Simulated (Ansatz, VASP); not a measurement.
# Al in VASP and in Ansatz

POSCAR

```
Al
1.0
   -1.6275133079      1.6275133079      1.6275133079
    1.6275133079     -1.6275133079      1.6275133079
    1.6275133079      1.6275133079     -1.6275133079
Al
1
Direct
    0.0000000000      0.0000000000      0.0000000000
```

The input INCAR.step1:

```
PREC = Accurate
ENCUT = 520
ISMEAR = -1
SIGMA = 0.1
LREAL = False
LASPH = True
NELM = 60
NBANDS = 8
GGA = PE
ALGO = Normal
EDIFF = 1E-4
LWAVE = True
LCHARG = False
```

Contents of INCAR.step2:

```
PREC = Accurate
ENCUT = 520
EDIFF = 1E-6
ISMEAR = -1
SIGMA = 0.1
LREAL = False
LASPH = True
NELM = 60
ALGO = Normal
ISIF = 2
LWAVE = False
LCHARG = True
METAGGA = R2SCAN
LMIXTAU = True
LELF = True
LVHAR = True
NBANDS = 8
ISTART = 1
```

The input KPOINTS:

```
Automatic mesh
0
Gamma
  13 13 13
```

Input for Ansatz:

```yaml
crystal:
  lattice:
    - [-1.627513307933215, 1.627513307933215, 1.627513307933215]
    - [1.627513307933215, -1.627513307933215, 1.627513307933215]
    - [1.627513307933215, 1.627513307933215, -1.627513307933215]
  atoms:
    - { symbol: Al, position: [0.0, 0.0, 0.0] }
basis:
  ecutwfc: 600.0
kpoints:
  mp_grid:
    grid: [13, 13, 13]
hamiltonian:
  xc: r2scan
  pseudopotentials:
    kind: paw
scf:
  convergence:
    dr2_threshold: 1.0e-10
  occupations:
    method: fermi_dirac
output:
  stress: true
```

Alike in both runs: task single point; functional r2SCAN; k mesh 13 × 13 × 13; no spin polarisation.

|  | VASP | Ansatz |
| --- | --- | --- |
| version | VASP 6.6.1 | Ansatz 0.2.0 |
| potentials or method | VASP PAW PBE potentials, release 64 (Al), cutoff 520 eV | plane waves, PAW |
| occupations | fermi-dirac, width 0.1 eV | fermi-dirac |
| valence electrons in the cell | 3 | 3 |

|  | VASP | Ansatz | Ansatz less VASP |
| --- | --- | --- | --- |
| pressure (GPa) | -4.9 | -4.7 | +0.27 |

VASP's potentials were made for PBE, not for r2SCAN.
